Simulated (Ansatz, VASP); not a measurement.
One calculation of Y5N, two programs

File INCAR:

```
SYSTEM = Y5N
PREC = Accurate
ENCUT = 600
EDIFF = 1E-7
ISMEAR = 0
SIGMA = 0.1
LREAL = .FALSE.
LASPH = .TRUE.
NELM = 60
ALGO = Normal
ISIF = 3
LWAVE = .FALSE.
LCHARG = .FALSE.
GGA = PE
IBRION = 2
NSW = 90
EDIFFG = -0.04
```

File KPOINTS:

```
regular mesh
0
G
  6 6 4
  0 0 0
```

POSCAR

```
Y5N
1.0
    4.8450684700      0.0000000000      0.0000000000
   -2.4225342400      4.1959523800      0.0000000000
    0.0000000000      0.0000000000      6.5769419400
Y N
5 1
Direct
    0.6666666700      0.3333333300      0.7959949400
    0.0000000000      0.0000000000      0.0000000000
    0.6666666700      0.3333333300      0.2040050600
    0.3333333300      0.6666666700      0.2040050600
    0.3333333300      0.6666666700      0.7959949400
    0.0000000000      0.0000000000      0.5000000000
```

Input for Ansatz:

```yaml
crystal:
  lattice:
    - [4.84506847, 0.0, 0.0]
    - [-2.42253424, 4.19595238, 0.0]
    - [0.0, 0.0, 6.57694194]
  atoms:
    - { symbol: "Y", position: [0.66666667, 0.33333333, 0.79599494] }
    - { symbol: "Y", position: [0.0, 0.0, 0.0] }
    - { symbol: "Y", position: [0.66666667, 0.33333333, 0.20400506] }
    - { symbol: "Y", position: [0.33333333, 0.66666667, 0.20400506] }
    - { symbol: "Y", position: [0.33333333, 0.66666667, 0.79599494] }
    - { symbol: "N", position: [0.0, 0.0, 0.5] }
basis:
  ecutwfc: 420
kpoints:
  mp_grid: { grid: [6, 6, 4] }
hamiltonian:
  xc: pbe
scf:
  occupations: { method: gaussian, width: 0.1 }
  lower_state_search: "off"
output:
  forces: true
  stress: true
  eigenvalues: true
relax:
  adjacent_minimum: "off"
  f_tol: 0.04
  max_steps: 70
  cell: { stress_tol: 0.4 }
```

Change from the starting cell: species swapped into the BaSn5 type (P6/mmm, No. 191).

Alike in both runs: task relaxation of cell and atoms; functional PBE; k mesh 6 × 6 × 4; occupations gaussian, width 0.1 eV; no spin polarisation.

|  | VASP | Ansatz |
| --- | --- | --- |
| version | VASP 6.6.1 | Ansatz 0.2.0 |
| potentials or method | VASP PAW PBE potentials, release 64 (Y_sv, N), cutoff 600 eV | scalar-relativistic, plane waves, PAW |
| valence electrons in the cell | 60 | 60 |

|  | VASP | Ansatz | Ansatz less VASP |
| --- | --- | --- | --- |
| gap on the k mesh at the Fermi level, each at its own relaxed structure (eV) | none | none | - |
| relaxed volume (Å³/atom) | 27.21 | 27.10 | -0.107 |
| relaxed length of the cell vector where the two differ most in proportion (Å) | 5.635 | 5.614 | -0.0208 |

A gap of «none» marks a metal or a gap that the smearing closes.

Noted on VASP's run: the volume moved by over 15 % at a fixed basis, so the end points are rough.
